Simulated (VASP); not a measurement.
Write the native input for VASP 6.6.1 that does the following.

```
Task                   : single point
Functional             : r2SCAN
Potentials or basis    : VASP PAW PBE potentials, release 64 (Ga_d, As_d, In_d)
Cutoff                 : 560 eV
k mesh                 : 4 × 4 × 4
Occupations            : fermi-dirac, width 0.02 eV
Spin                   : no spin polarisation
Dipole correction      : no
Further INCAR settings : ALGO = Normal; EDIFF = 1e-06; NBANDS = 66
```

InGa3As4:

```xyz
8
Lattice="5.7792 0.0000 0.0000 0.0000 5.7792 0.0000 0.0000 0.0000 5.7792" Properties=species:S:1:pos:R:3 pbc="T T T"
Ga    2.8896    0.0000    0.0000
Ga    0.0000    2.8896    0.0000
Ga    0.0000    0.0000    2.8896
As    4.3895    1.3897    1.3897
As    1.3897    4.3895    1.3897
As    1.3897    1.3897    4.3895
As    4.3895    4.3895    4.3895
In    2.8896    2.8896    2.8896
```

These files were run (other wordings do the same):

POSCAR

```
InGa3As4
1.0
    5.7792007558      0.0000000000      0.0000000000
    0.0000000000      5.7792007558      0.0000000000
    0.0000000000      0.0000000000      5.7792007558
Ga As In
3 4 1
Direct
    0.5000000000      0.0000000000      0.0000000000
    0.0000000000      0.5000000000      0.0000000000
    0.0000000000      0.0000000000      0.5000000000
    0.7595397503      0.2404602497      0.2404602497
    0.2404602497      0.7595397503      0.2404602497
    0.2404602497      0.2404602497      0.7595397503
    0.7595397503      0.7595397503      0.7595397503
    0.5000000000      0.5000000000      0.5000000000
```

INCAR.step1

```
SYSTEM = InGa3As4
ALGO = Normal ; EDIFF = 1E-5
ENCUT = 560 ; GGA = PE
GGA_COMPAT = .FALSE. ; ISMEAR = -1
LASPH = .TRUE. ; LCHARG = .FALSE.
LREAL = .FALSE. ; LWAVE = .TRUE.
NBANDS = 66 ; NELM = 120
PREC = Accurate ; SIGMA = 0.02
```

INCAR.step2

```
SYSTEM = InGa3As4
ALGO = Normal ; EDIFF = 1E-6
ENCUT = 560 ; GGA_COMPAT = .FALSE.
ISIF = 2 ; ISMEAR = -1
ISTART = 1 ; LASPH = .TRUE.
LCHARG = .FALSE. ; LMIXTAU = .TRUE.
LREAL = .FALSE. ; LWAVE = .FALSE.
METAGGA = R2SCAN ; NBANDS = 66
NELM = 120 ; PREC = Accurate
SIGMA = 0.02
```

KPOINTS

```
k-points
0
G
  4 4 4
  0 0 0
```

Potentials or basis: VASP PAW PBE potentials, release 64 (Ga_d, As_d, In_d).

Run with:

```sh
$ cat potpaw_PBE.64/Ga_d/POTCAR potpaw_PBE.64/As_d/POTCAR potpaw_PBE.64/In_d/POTCAR > POTCAR
$ cp INCAR.step1 INCAR
$ mpirun -np 1 vasp_std > vasp.out
$ cp INCAR.step2 INCAR
$ mpirun -np 1 vasp_std > vasp.out
```

Results of the run:

```json
{
 "Pressure": "0.0 GPa",
 "Band gap on the k mesh": "0.53 eV"
}
```

Caveat: semilocal functionals underestimate gaps, and a narrow one can read as zero; the PAW data sets were made with another functional, which shifts forces and pressure a little; spin-orbit coupling is left out, which moves the levels of the heavy elements.

Run time: 7.5 min on 1 thread of AMD EPYC 7R13 Processor (Zen 3), on a shared host, peak memory 0.41 GiB.
